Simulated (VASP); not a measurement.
Write the native input for VASP 6.6.1 that does the following.

```
Task                   : single point
Functional             : PBE
Potentials or basis    : VASP PAW PBE potentials, release 64 (Al, N, F)
Cutoff                 : 520 eV
k mesh                 : 1 × 1 × 1
Occupations            : fermi-dirac, width 0.01 eV
Spin                   : collinear spin
Fixed moment           : 1 μB
Dipole correction      : no
Further INCAR settings : LREAL = Auto; ALGO = Normal; EDIFF = 1e-06; NBANDS = 94
```

The structure of Al16N16F (a cell with a defect) lies in POSCAR:

```
Al16N16F
1.0
    6.2604124020      0.0000000589      0.0000000000
   -3.1302062520      5.4216761488      0.0000000000
    0.0000000000      0.0000000000     10.0361163400
Al N F
16 16 1
Direct
    0.3252244371      0.1626560037      0.2479607256
    0.1666466742      0.3332820621      0.4996515628
    0.3333797838      0.1668045330      0.7485921685
    0.1683308048      0.3366171941      0.9945137387
    0.3333336108      0.6666508116      0.2424742578
    0.1668322052      0.8336183418      0.4996990742
    0.3333702382      0.6667361133      0.7457022354
    0.1684288362      0.8318634129      0.9943994118
    0.8374579589      0.1626483910      0.2479243204
    0.6667907946      0.3335943353      0.5075594377
    0.8334444593      0.1668075563      0.7485695957
    0.6668387773      0.3336530573      0.9998740915
    0.8375979712      0.6751845408      0.2477388232
    0.6667943190      0.8336174742      0.4997221656
    0.8335510666      0.6670847134      0.7484608248
    0.6634482006      0.8318528771      0.9943842951
    0.3433650109      0.1717789910      0.4561300552
    0.1730294568      0.3460671128      0.1827806504
    0.3341615894      0.1671734962      0.9426277572
    0.1667757496      0.3335224247      0.6943511654
    0.3333786961      0.6667408858      0.4395100408
    0.1732482488      0.8270477736      0.1826665627
    0.3333367885      0.6666695227      0.9345071876
    0.1669793160      0.8335314613      0.6944423784
    0.8283960070      0.1717695936      0.4562204876
    0.6668310636      0.3336713214      0.1990386918
    0.8330493925      0.1671650739      0.9425974525
    0.6667925166      0.3335945520      0.7026065593
    0.8285630887      0.6571574674      0.4566616504
    0.6538000761      0.8270674227      0.1826449910
    0.8331861583      0.6663343919      0.9425516229
    0.6665393167      0.8335082259      0.6944542173
   -0.0002058190     -0.0002939587      0.3181805278
```

One way to write it, as run:

INCAR

```
PREC = Accurate
ENCUT = 520
EDIFF = 1E-6
ISMEAR = -1
SIGMA = 0.01
LREAL = Auto
LASPH = T
NELM = 200
ALGO = Normal
ISIF = 2
LWAVE = F
LCHARG = T
ISPIN = 2
MAGMOM = 0 0 0 0 0 0 0 0 0 0 0 0 0 0 0 0 0.06 0.05 0.05 0.05 0.03 0.05 0.07 0.05 0.06 0.06 0.05 0.07 0.06 0.05 0.05 0.05 0.02
LORBIT = 11
NUPDOWN = 1.0
GGA = PE
LELF = T
LVHAR = T
NBANDS = 94
GGA_COMPAT = F
```

KPOINTS

```
Automatic mesh
0
Gamma
  1 1 1
```

Potentials or basis: VASP PAW PBE potentials, release 64 (Al, N, F).

The run is started by

```sh
$ cat potpaw_PBE.64/Al/POTCAR potpaw_PBE.64/N/POTCAR potpaw_PBE.64/F/POTCAR > POTCAR
$ mpirun -np 1 vasp_gam > vasp.out
```

Results of the run:

```
Pressure                                              : 5.7 GPa
Largest force                                         : 0.021 eV/Å
Net moment                                            : 1.00 μB per cell
Site moments                                          : Al -0.00; N +0.06, +0.05, +0.04, +0.03 (each value once); F +0.01 μB
Valence electrons inside the program's atomic spheres : Al 0.73, 0.78, 0.79, 0.82, 0.80, 0.85, 0.77 (each value once); N 3.87, 3.88, 3.85, 3.89, 3.83 (each value once); F 6.25
```

Caveat: the k points lie up to 1.16 Å⁻¹ apart, too coarse for converged energies, forces and pressures; the total moment is fixed, so each spin has its own Fermi level and the state may be an excited one.

Run time: 4.6 min on 1 thread of Intel Xeon 8259CL, on a shared host, peak memory 0.56 GiB.
